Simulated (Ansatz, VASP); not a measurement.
## BN in VASP and in Ansatz

Contents of INCAR:

```
SYSTEM = BN
PREC     = Accurate       ! precision mode
ENCUT    = 520            ! plane-wave cutoff, eV
EDIFF    = 1E-6           ! SCF threshold, eV
ISMEAR   = 0              ! smearing method
SIGMA    = 0.05           ! smearing width, eV
LREAL    = .False.        ! projectors in reciprocal space
LASPH    = .True.         ! aspherical terms in the spheres
NELM     = 100            ! most SCF steps
ALGO     = Normal         ! electronic algorithm
ISIF     = 2              ! what is computed and relaxed
LWAVE    = .False.        ! write WAVECAR
LCHARG   = .False.        ! write CHGCAR
GGA      = CA             ! functional
NBANDS   = 11             ! bands
```

Contents of KPOINTS:

```
Automatic mesh
0
Gamma
  12 12 12
  0 0 0
```

File POSCAR:

```
BN
1.0
    0.0000000000      1.8378397167      1.7643261280
    1.8378397167      0.0000000000      1.7643261280
    1.8378397167      1.8378397167      0.0000000000
B N
1 1
Direct
    0.0000000000      0.0000000000      0.0000000000
    0.7500000000      0.7500000000      0.7500000000
```

Input for Ansatz:

```yaml
crystal:
  lattice:
    - [0.0, 1.8378397167, 1.764326128]
    - [1.8378397167, 0.0, 1.764326128]
    - [1.8378397167, 1.8378397167, 0.0]
  atoms:
    - { symbol: B, position: [0.0, 0.0, 0.0] }
    - { symbol: "N", position: [0.75, 0.75, 0.75] }
basis:
  ecutwfc: 420
kpoints:
  mp_grid: { grid: [12, 12, 12] }
hamiltonian:
  xc: lda
scf:
  occupations: { method: gaussian, width: 0.05 }
output:
  forces: true
  stress: true
  eigenvalues: true
```

Alike in both runs: task single point; functional LDA; k mesh 12 × 12 × 12; occupations gaussian, width 0.05 eV; no spin polarisation.

```csv
,VASP,Ansatz
version,VASP 6.6.1,Ansatz 0.2.0
potentials or method,"VASP PAW LDA potentials, release 64 (B, N), cutoff 520 eV","scalar-relativistic, plane waves, PAW"
valence electrons in the cell,8,8
```

VASP gave:

- gap on the k mesh at the Fermi level (eV): 3.63
- least direct gap on the mesh (eV): 8.21
- pressure (GPa): -13.4
- traceless stress, the component that is largest in VASP (GPa): 15.67

Q: Estimate Ansatz's values.

A: gap on the k mesh at the Fermi level (eV): 3.65; least direct gap on the mesh (eV): 8.23; pressure (GPa): -14.2; traceless stress, the component that is largest in VASP (GPa): 15.68.

LDA's correlation is that of Perdew and Zunger in VASP and of Perdew and Wang (1992) in Ansatz.
